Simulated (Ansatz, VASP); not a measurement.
**One calculation of ZnS, two programs**

Contents of POSCAR:

```
ZnS
1.0
    3.8067217484      0.0000000000      0.0000000000
   -1.9033608742      3.2967177392      0.0000000000
    0.0000000000      0.0000000000      6.2457351519
Zn S
2 2
Direct
    0.3333333333      0.6666666667      0.0053880718
    0.6666666667      0.3333333333      0.5053880718
    0.2860485534      0.6193818868      0.3796119282
    0.6666666667      0.3333333333      0.8796119282
```

INCAR.step1

```
PREC     = Accurate       # precision mode
ENCUT    = 520            # plane-wave cutoff, eV
ISMEAR   = 0              # smearing method
SIGMA    = 0.05           # smearing width, eV
LREAL    = F              # projectors in reciprocal space
LASPH    = T              # aspherical terms in the spheres
NELM     = 80             # most SCF steps
NBANDS   = 26             # bands
GGA      = PE             # functional
ALGO     = Normal         # electronic algorithm
EDIFF    = 1E-4           # SCF threshold, eV
LWAVE    = T              # write WAVECAR
LCHARG   = F              # write CHGCAR
```

The input INCAR.step2:

```
PREC     = Accurate       # precision mode
ENCUT    = 520            # plane-wave cutoff, eV
EDIFF    = 1E-7           # SCF threshold, eV
ISMEAR   = 0              # smearing method
SIGMA    = 0.05           # smearing width, eV
LREAL    = F              # projectors in reciprocal space
LASPH    = T              # aspherical terms in the spheres
NELM     = 80             # most SCF steps
ALGO     = Normal         # electronic algorithm
ISIF     = 2              # what is computed and relaxed
LWAVE    = F              # write WAVECAR
LCHARG   = F              # write CHGCAR
METAGGA  = R2SCAN         # meta-GGA
LMIXTAU  = T            
NBANDS   = 26             # bands
ISTART   = 1
```

Contents of KPOINTS:

```
regular mesh
0
Gamma
  6 6 4
```

Input for Ansatz:

```yaml
crystal:
  lattice:
    - [3.8067217484, 0.0, 0.0]
    - [-1.9033608742, 3.2967177392, 0.0]
    - [0.0, 0.0, 6.2457351519]
  atoms:
    - { symbol: Zn, position: [0.3333333333, 0.6666666667, 0.0053880718] }
    - { symbol: Zn, position: [0.6666666667, 0.3333333333, 0.5053880718] }
    - { symbol: S, position: [0.2860485534, 0.6193818868, 0.3796119282] }
    - { symbol: S, position: [0.6666666667, 0.3333333333, 0.8796119282] }
basis:
  ecutwfc: 500
kpoints:
  mp_grid: { grid: [6, 6, 4] }
hamiltonian:
  xc: r2scan
scf:
  occupations: { method: gaussian, width: 0.05 }
output:
  forces: true
  stress: true
  eigenvalues: true
  write_density: true
  write_potential: true
  elf: true
  volumetric_format: npy
```

Alike in both runs: task single point; functional r2SCAN; k mesh 6 × 6 × 4; occupations gaussian, width 0.05 eV; no spin polarisation.

|  | VASP | Ansatz |
| --- | --- | --- |
| version | VASP 6.6.1 | Ansatz 0.2.0 |
| potentials or method | VASP PAW PBE potentials, release 64 (Zn, S), cutoff 520 eV | scalar-relativistic, plane waves, PAW |
| valence electrons in the cell | 36 | 36 |

|  | VASP | Ansatz | Ansatz less VASP |
| --- | --- | --- | --- |
| gap on the k mesh at the Fermi level (eV) | 2.76 | 2.75 | -0.010 |
| least direct gap on the mesh (eV) | 2.76 | 2.75 | -0.010 |
| pressure (GPa) | 0.6 | 0.6 | -0.06 |
| traceless stress, the component that is largest in VASP (GPa) | 2.13 | 2.11 | -0.016 |
| rms of the force components (eV/Å) | 0.506 | 0.503 | -0.0034 |

VASP's potentials were made for PBE, not for r2SCAN. Atom by atom the forces differ by 0.005 eV/Å (rms over components).
